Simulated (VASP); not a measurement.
# BAs in VASP: further runs

The runs below take BAs through electric field gradients, with LDA.

All numbers are computed with VASP 6.6.1; they aren't measurements. Logs are shortened: lines on timing, memory, paths and dates and some standing lists are left out, and cuts for length are marked.

### Step 1. The cell of the first run

The structure is tetragonal, space group I-4m2 (No. 119). Conventional cell: a = 3.378 Å, b = 3.378 Å, c = 4.920 Å, α = 90.00°, β = 90.00°, γ = 90.00°. Within 2.8 Å of B (site symmetry -4m2) lie 4 As at 2.09 Å. Within 2.8 Å of As (site symmetry -4m2) lie 4 B at 2.09 Å.

### Step 2. Electric field gradients, LDA (zz strain of +3 %)

INCAR reads:

```
PREC = Accurate
ENCUT = 520
EDIFF = 1E-8
ISMEAR = -1
SIGMA = 0.03
LREAL = F
LASPH = T
NELM = 60
ALGO = Normal
ISIF = 2
LWAVE = F
LCHARG = F
GGA = CA
LEFG = T
NBANDS = 11
```

KPOINTS reads:

```
regular mesh
0
Gamma
  15 15 15
```

POSCAR reads:

```
BAs
1.0
    0.0000000000      2.3885000000      2.4601550000
    2.3885000000      0.0000000000      2.4601550000
    2.3885000000      2.3885000000      0.0000000000
B As
1 1
Direct
    0.0000000000      0.0000000000      0.0000000000
    0.7500000000      0.7500000000      0.7500000000
```

Potentials or basis: VASP PAW LDA potentials, release 64 (B, As).

Launch:

```sh
$ cat potpaw_LDA.64/B/POTCAR potpaw_LDA.64/As/POTCAR > POTCAR
$ mpirun -np 1 vasp_std > vasp.out
```

OUTCAR:

```text
PREC = Accurate
   ENCUT = 520
   EDIFF = 1E-8
   ISMEAR = -1
   LREAL = F
   LASPH = T
   NELM = 60
   ISIF = 2
   GGA = CA

 ion  position               nearest neighbor table
   1  0.000  0.000  0.000-   2 2.09   2 2.09   2 2.09   2 2.09
   2  0.750  0.750  0.750-   1 2.09   1 2.09   1 2.09   1 2.09

  LATTYP: Found a body centered tetragonal cell.
 ALAT       =     3.3778490937
 C/A-ratio  =     1.4566399692

  Lattice vectors:

 A1 = (  -2.3885000000,   0.0000000000,   2.4601550000)
 A2 = (   2.3885000000,   0.0000000000,   2.4601550000)
 A3 = (   0.0000000000,   2.3885000000,  -2.4601550000)

Analysis of symmetry for initial positions (statically):
=====================================================================
 Subroutine PRICEL returns:
 Original cell was already a primitive cell.

 Routine SETGRP: Setting up the symmetry group for a
 body centered tetragonal supercell.

 Subroutine GETGRP returns: Found  8 space group operations
 (whereof  8 operations were pure point group operations)
 out of a pool of 16 trial point group operations.

The static configuration has the point symmetry D_2d.

Analysis of symmetry for dynamics (positions and initial velocities):
=====================================================================
 Subroutine PRICEL returns:
 Original cell was already a primitive cell.

 Routine SETGRP: Setting up the symmetry group for a
 body centered tetragonal supercell.

 Subroutine GETGRP returns: Found  8 space group operations
 (whereof  8 operations were pure point group operations)
 out of a pool of 16 trial point group operations.

The dynamic configuration has the point symmetry D_2d.

 Subroutine INISYM returns: Found  8 space group operations
 (whereof  8 operations are pure point group operations),
 and found     1 'primitive' translations

----------------------------------------------------------------------------------------

                                     Primitive cell

  volume of cell :      28.0700

  direct lattice vectors                    reciprocal lattice vectors
     0.000000000  2.388500000  2.460155000    -0.209336404  0.209336404  0.203239227
     2.388500000  0.000000000  2.460155000     0.209336404 -0.209336404  0.203239227
     2.388500000  2.388500000  0.000000000     0.209336404  0.209336404 -0.203239227

  length of vectors
     3.428891202  3.428891202  3.377849094     0.359095590  0.359095590  0.359095590

  position of ions in fractional coordinates (direct lattice)
     0.000000000  0.000000000  0.000000000
     0.750000000  0.750000000  0.750000000

  ion indices of the primitive-cell ions
   primitive index   ion index
                 1           1
                 2           2

----------------------------------------------------------------------------------------

 KPOINTS: regular mesh

Automatic generation of k-mesh.
 Grid dimensions read from file:
 generate k-points for:   15   15   15

 Generating k-lattice:

  Cartesian coordinates                     Fractional coordinates (reciprocal lattice)
    -0.013955760  0.013955760  0.013549282     0.066666667  0.000000000  0.000000000
     0.013955760 -0.013955760  0.013549282     0.000000000  0.066666667  0.000000000
     0.013955760  0.013955760 -0.013549282     0.000000000  0.000000000  0.066666667

  Length of vectors
     0.023939706  0.023939706  0.023939706

  Shift w.r.t. Gamma in fractional coordinates (k-lattice)
     0.000000000  0.000000000  0.000000000

 Subroutine IBZKPT returns following result:
 ===========================================

 Found    288 irreducible k-points:

 Following reciprocal coordinates:
            Coordinates               Weight
  0.000000  0.000000  0.000000      1.000000
  0.066667  0.000000  0.000000      8.000000
  0.133333 -0.000000  0.000000      8.000000
  0.200000 -0.000000  0.000000      8.000000
  0.266667 -0.000000  0.000000      8.000000
  0.333333 -0.000000  0.000000      8.000000
[... 16 lines left out ...]
  0.133333  0.133333  0.000000      2.000000
  0.200000  0.133333  0.000000      8.000000
 [... further k-points ...]
   k-points           NKPTS =    288   k-points in BZ     NKDIM =    288   number of bands    NBANDS=     11
   number of dos      NEDOS =    301   number of ions     NIONS =      2
   total plane-waves  NPLWV =  21952
   dimension x,y,z NGX =    28 NGY =   28 NGZ =   28
   dimension x,y,z NGXF=    56 NGYF=   56 NGZF=   56
   ions per type =               1   1
   NGX,Y,Z   is equivalent  to a cutoff of  13.58, 13.58, 13.78 a.u.
   NGXF,Y,Z  is equivalent  to a cutoff of  27.15, 27.15, 27.56 a.u.
 SYSTEM =  unknown system
   PREC   = accura    normal or accurate (medium, high low for compatibility)
   ISTART =      0    job   : 0-new  1-cont  2-samecut
   ICHARG =      2    charge: 1-file 2-atom 10-const
   ISPIN  =      1    spin polarized calculation?
   LNONCOLLINEAR =      F non collinear calculations
   LSORBIT =      F    spin-orbit coupling
   LASPH  =      T    aspherical Exc in radial PAW
   ENCUT  =  520.0 eV  38.22 Ry    6.18 a.u.   6.38  6.38  6.28*2*pi/ulx,y,z
   NELM   =     60;   NELMIN=  2; NELMDL= -5     # of ELM steps
   EDIFF  = 0.1E-07   stopping-criterion for ELM
   LREAL  =      F    real-space projection
   EDIFFG = 0.1E-06   stopping-criterion for IOM
   NSW    =      0    number of steps for IOM
   IBRION =     -1    ionic relax: 0-MD 1-quasi-New 2-CG
   NFREE  =      0    steps in history (QN), initial steepest desc. (CG)
   ISIF   =      2    stress and relaxation
   ISYM   =      2    0-nonsym 1-usesym 2-fastsym
   POTIM  = 0.5000    time-step for ionic-motion
   TEBEG  =    0.0;   TEEND  =   0.0 temperature during run
   PSTRESS=    0.0 pullay stress
   NELECT =       8.0000    total number of electrons
   NUPDOWN=      -1.0000    fix difference up-down
   EMIN   =  10.00;   EMAX   =-10.00  energy-range for DOS
   EFERMI =   0.00;   METHOD = LEGACY
   ISMEAR =    -1;   SIGMA  =   0.03  broadening in eV -4-tet -1-fermi 0-gaus
   EFERMI_NEDOS =   21; number of points for ismear=-14 and -15
   IALGO  =     38    algorithm
   IMIX   =      4    mixing-type and parameters
     AMIX     =   0.40;   BMIX     =  1.00
     AMIX_MAG =   1.60;   BMIX_MAG =  1.00
  volume/ion in A,a.u.               =      14.04        94.71
  Fermi-wavevector in a.u.,A,eV,Ry     =   1.077351  2.035898 15.792077  1.160685
  Thomas-Fermi vector in A             =   2.213260
   LORBIT       =      0    0 simple, 1 ext, 2 COOP (PROOUT), +10 PAW based schemes
   GGA     = CA    functional components
   LHFCALC =     F    Hartree Fock is set to
   AEXX    =    0.0000 exact exchange contribution
   IVDW    =     0    specifies the selected vdW correction
   LEPSILON=     F    determine dielectric tensor
   LRPA    =     F    only Hartree local field effects (RPA)
 non-spin polarized calculation
  energy-cutoff  :      520.00
  volume of cell :       28.07
 maximum number of plane-waves:       772
 NGX is ok and might be reduce to    28
   NGX = 13   NGY = 13   NGZ = 13

 number of electron       8.0000000 magnetization

 Free energy of the ion-electron system (eV)
  ---------------------------------------------------
  ext. energy  EPLUGINS =         0.00000000
  ---------------------------------------------------
  free energy    TOTEN  =       -12.88533923 eV

  energy without entropy =      -12.88533923  energy(sigma->0) =      -12.88533923

 E-fermi :   6.3821     XC(G=0): -10.6622

 val. band max:        5.9247638586   @ k =   0.0000   0.0000   0.0000
 cond. band min:       6.8544750172   @ k =   0.4000   0.0000   0.4000
 fundamental gap:      0.9297111586
 Fermi energy:         6.3821278235

 k-point     1 :       0.0000    0.0000    0.0000
  band No.  band energies     occupation
      1      -9.2839      2.00000
      2       5.6347      2.00000
      3       5.9248      2.00000
      4       5.9248      2.00000
      5       8.9832      0.00000
      6       8.9832      0.00000
      7       9.1694      0.00000
      8      10.1361      0.00000
      9      15.0440      0.00000
     10      18.2979      0.00000
     11      19.1419      0.00000

 k-point     2 :       0.0667    0.0000    0.0000
  band No.  band energies     occupation
      1      -9.2130      2.00000
      2       5.0995      2.00000
      3       5.6169      2.00000
      4       5.7877      2.00000
      5       9.0788      0.00000
      6       9.1706      0.00000
      7       9.3387      0.00000
      8      10.5826      0.00000
      9      15.3351      0.00000
     10      17.6699      0.00000
     11      18.3963      0.00000

 k-point     3 :       0.1333   -0.0000    0.0000
  band No.  band energies     occupation
      1      -9.0016      2.00000
      2       3.7041      2.00000
      3       5.2546      2.00000
      4       5.4684      2.00000
      5       9.0231      0.00000
      6       9.6159      0.00000
      7       9.7281      0.00000
      8      11.6208      0.00000
      9      16.0551      0.00000
     10      17.0042      0.00000
     11      17.5668      0.00000

 k-point     4 :       0.2000   -0.0000    0.0000
  band No.  band energies     occupation
      1      -8.6553      2.00000
      2       2.1464      2.00000
      3       4.8581      2.00000
      4       5.1051      2.00000
      5       8.8374      0.00000
      6      10.1070      0.00000
      7      10.1560      0.00000
      8      12.7078      0.00000
      9      16.5077      0.00000
     10      16.9086      0.00000
     11      17.1083      0.00000
[... 239 lines left out ...]
 k-point    22 :      -0.0667    0.0667    0.0000
  band No.  band energies     occupation
      1      -9.0916      2.00000
      2       4.5160      2.00000
      3       4.8731      2.00000
      4       5.8136      2.00000
      5       9.1598      0.00000
      6       9.1906      0.00000
      7       9.7543      0.00000
      8      11.1942      0.00000
      9      15.7939      0.00000
     10      17.3839      0.00000
     11      17.8960      0.00000

 k-point    23 :       0.1333    0.1333    0.0000
  band No.  band energies     occupation
      1      -8.9211      2.00000
      2       4.0349      2.00000
      3       4.7085      2.00000
      4       4.7085      2.00000
      5       8.4483      0.00000
      6      10.6222      0.00000
      7      10.6222      0.00000
      8      11.1939      0.00000
      9      15.2750      0.00000
     10      16.3950      0.00000
     11      19.5415      0.00000

 k-point    24 :       0.2000    0.1333    0.0000
  band No.  band energies     occupation
      1      -8.6724      2.00000
      2       2.9802      2.00000
      3       4.3111      2.00000
      4       4.3714      2.00000
      5       8.4639      0.00000
      6      10.7125      0.00000
      7      11.2350      0.00000
      8      11.7114      0.00000
      9      15.1287      0.00000
     10      17.1566      0.00000
     11      19.2421      0.00000

 [... further k-points ...]
[... 5 lines left out ...]
  --------------------------------------------------------------------------------------
  -------------------------------------------------------------------------------------
  Total       -0.8324294     -0.8324294     -1.9229610      0.0000000      0.0000000      0.0000000
  in kB      -47.5132834    -47.5132834   -109.7584833      0.0000000      0.0000000      0.0000000
  external PRESSURE =     -68.2616834 kB  Pullay stress =       0.0000000 kB

 VOLUME and BASIS-vectors are now :
 -----------------------------------------------------------------------------
  energy-cutoff  :      520.00
  volume of cell :       28.07
      direct lattice vectors                 reciprocal lattice vectors
     0.000000000  2.388500000  2.460155000    -0.209336404  0.209336404  0.203239227
     2.388500000  0.000000000  2.460155000     0.209336404 -0.209336404  0.203239227
     2.388500000  2.388500000  0.000000000     0.209336404  0.209336404 -0.203239227

 POSITION                                       TOTAL-FORCE (eV/Angst)
 -----------------------------------------------------------------------------------
      0.00000      0.00000      0.00000         0.000000      0.000000     -0.000000
      3.58275      3.58275      3.69023        -0.000000     -0.000000      0.000000
 -----------------------------------------------------------------------------------
    total drift:                                0.000000      0.000000      0.000000

  FREE ENERGIE OF THE ION-ELECTRON SYSTEM (eV)
  ---------------------------------------------------
  free  energy   TOTEN  =       -12.8853392272 eV

  energy  without entropy=      -12.8853392269  energy(sigma->0) =      -12.88533923

 Electric field gradients (V/A^2)
---------------------------------------------------------------------
 ion       V_xx      V_yy      V_zz      V_xy      V_xz      V_yz
---------------------------------------------------------------------
   1      -0.086    -0.086     0.173    -0.000    -0.000    -0.000
   2      -2.113    -2.113     4.227     0.000     0.000     0.000
---------------------------------------------------------------------

 Electric field gradients after diagonalization (V/A^2)
 (convention: |V_zz| > |V_xx| > |V_yy|)
----------------------------------------------------------------------
 ion       V_xx      V_yy      V_zz     asymmetry (V_yy - V_xx)/ V_zz
----------------------------------------------------------------------
   1      -0.086    -0.086     0.173       0.000
   2      -2.114    -2.113     4.227       0.000
----------------------------------------------------------------------

           NMR quadrupolar parameters

 Cq : quadrupolar parameter    Cq=e*Q*V_zz/h
 eta: asymmetry parameters     (V_yy - V_xx)/ V_zz
 Q  : nuclear electric quadrupole moment in mb (millibarn)
----------------------------------------------------------------------
 ion       Cq(MHz)       eta       Q (mb)
----------------------------------------------------------------------
   1       0.000       0.000       1.000
   2       0.010       0.000       1.000
----------------------------------------------------------------------
```

Wall time 56 s (1 thread of Intel Xeon Platinum 8488C (Sapphire Rapids), shared host); peak memory 0.22 GiB.

Results:

```
Free energy            : -12.8853 eV
Pressure               : -6.8 GPa
Band gap on the k mesh : 0.93 eV, indirect (least direct gap 3.06 eV)
```

Electric field gradients, principal values (V/Å²):
| atom | least | middle | greatest (by size) |
| --- | --- | --- | --- |
| 1 B | -0.086 | -0.086 | 0.173 |
| 2 As | -2.113 | -2.114 | 4.227 |

Caveat: the cell differs from its parent crystal (zz strain of +3 %); without QUAD_EFG the Cq values of the log hold for a quadrupole moment of 1 mb, not for the nuclei. A k mesh can miss the band edges.

(Continued in part 2 of 2.)
